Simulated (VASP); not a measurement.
Here is a VASP 6.6.1 calculation.

INCAR

```
SYSTEM = AgPbCl4
ALGO = Normal
EDIFF = 1E-7
ENCUT = 520
GGA = PE
ISIF = 2
ISMEAR = 0
LASPH = .True.
LCHARG = .True.
LELF = .True.
LREAL = .False.
LVHAR = .True.
LWAVE = .False.
NBANDS = 36
NELM = 100
PREC = Accurate
SIGMA = 0.1
```

File KPOINTS:

```
k-points
0
Gamma
  4 4 4
  0 0 0
```

POSCAR

```
AgPbCl4
1.0
    4.5839469300      0.0000000000      0.0000000000
    0.0000000000      4.5839469300      0.0000000000
    0.0000000000      0.0000000000      6.4826799200
Ag Pb Cl
1 1 4
Direct
    0.0000000000      0.0000000000      0.0000000000
    0.5000000000      0.5000000000      0.5000000000
    0.5000000000      0.0000000000      0.2500000000
    0.0000000000      0.5000000000      0.7500000000
    0.5000000000      0.0000000000      0.7500000000
    0.0000000000      0.5000000000      0.2500000000
```

Potentials or basis: VASP PAW PBE potentials, release 64 (Ag, Pb_d, Cl).

Run with:

```bash
$ cat potpaw_PBE.64/Ag/POTCAR potpaw_PBE.64/Pb_d/POTCAR potpaw_PBE.64/Cl/POTCAR > POTCAR
$ mpirun -np 1 vasp_std > vasp.out
```

(1) Estimate the largest force.

(2) What does it give for the pressure?

Results:

(1) 0.558 eV/Å.

(2) 7.9 GPa.

Caveat: the cell stands under pressure; an odd number of electrons without spin polarisation forces a metal; a magnetic or distorted state may lie lower.
